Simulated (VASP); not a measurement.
A run of VASP 6.6.1:

POSCAR

```
Ti
1.0
    0.0000000000      1.9743553172      1.9743553172
    1.9743553172      0.0000000000      1.9743553172
    1.9743553172      1.9743553172      0.0000000000
Ti
1
Direct
    0.0000000000      0.0000000000      0.0000000000
```

INCAR.step1

```
SYSTEM = Ti
PREC = Accurate ; ENCUT = 550
ISMEAR = -5 ; SIGMA = 0.05
LREAL = .FALSE. ; LASPH = .TRUE.
NELM = 120 ; NBANDS = 12
GGA = PE ; ALGO = Normal
EDIFF = 1E-5 ; LWAVE = .TRUE.
LCHARG = .FALSE. ; GGA_COMPAT = .FALSE.
```

The input INCAR.step2:

```
SYSTEM = Ti
PREC = Accurate ; ENCUT = 550
EDIFF = 1E-6 ; ISMEAR = -5
SIGMA = 0.05 ; LREAL = .FALSE.
LASPH = .TRUE. ; NELM = 120
ALGO = Normal ; ISIF = 2
LWAVE = .FALSE. ; LCHARG = .FALSE.
METAGGA = R2SCAN ; LMIXTAU = .TRUE.
NBANDS = 12 ; ISTART = 1
GGA_COMPAT = .FALSE.
```

Contents of KPOINTS:

```
Automatic mesh
0
G
  11 11 11
  0 0 0
```

Potentials or basis: VASP PAW PBE potentials, release 64 (Ti_sv).

Launch:

```bash
$ cat potpaw_PBE.64/Ti_sv/POTCAR > POTCAR
$ cp INCAR.step1 INCAR
$ mpirun -np 1 vasp_std > vasp.out
$ cp INCAR.step2 INCAR
$ mpirun -np 1 vasp_std > vasp.out
```

Hardware: 1 thread of Intel(R) Xeon(R) Platinum 8259CL CPU @ 2.50GHz (Skylake/Cascade Lake) (shared host).

Task: Estimate the wall time of this run.

Result: It took 36 s on 1 thread of Intel(R) Xeon(R) Platinum 8259CL CPU @ 2.50GHz (Skylake/Cascade Lake) (shared host), peak memory 0.15 GiB. Counts: k points 56.
